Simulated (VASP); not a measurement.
**WSe2: single point with r2SCAN**

The system is WSe2, a slab with vacuum.

```xyz
3
Lattice="3.2855 0.0000 0.0000 -1.6427 2.8453 0.0000 0.0000 0.0000 32.7376" Properties=species:S:1:pos:R:3 pbc="T T T"
Se    0.0000    1.8969   14.6841
Se    0.0000    1.8969   18.0535
W     1.6427    0.9484   16.3688
```

```
Program             : VASP 6.6.1
Task                : single point
Functional          : r2SCAN
Potentials or basis : VASP PAW PBE potentials, release 64 (Se, W_sv)
Cutoff              : 440 eV
k mesh              : 9 × 9 × 1
Occupations         : gaussian, width 0.02 eV
Spin                : no spin polarisation
```

```yaml
Largest_force: 0.198 eV/Å
Band_gap_on_the_k_mesh: 1.79 eV, direct
```

Forces on the atoms (eV/Å):
```
Se   0.000  0.000  0.198
Se   0.000  0.000 -0.198
W    0.000  0.000  0.000
```

Levels at points of the mesh, in eV from the valence-band top:
```
           k point  band 9  band 10  band 11  band 12  band 13  band 14  band 15  band 16  band 17  band 18
(0.00, 0.00, 0.00)   -2.43    -2.39    -1.26    -1.26    -0.41     3.14     3.14     3.28     3.28     4.91
```

It took 4.4 min on 1 thread of Intel(R) Xeon(R) Platinum 8259CL CPU @ 2.50GHz (Skylake/Cascade Lake), on a shared host, peak memory 0.4 GiB.

Caveat: the PAW data sets were made with another functional, which shifts forces and pressure a little; spin-orbit coupling is left out, which moves the levels of the heavy elements.
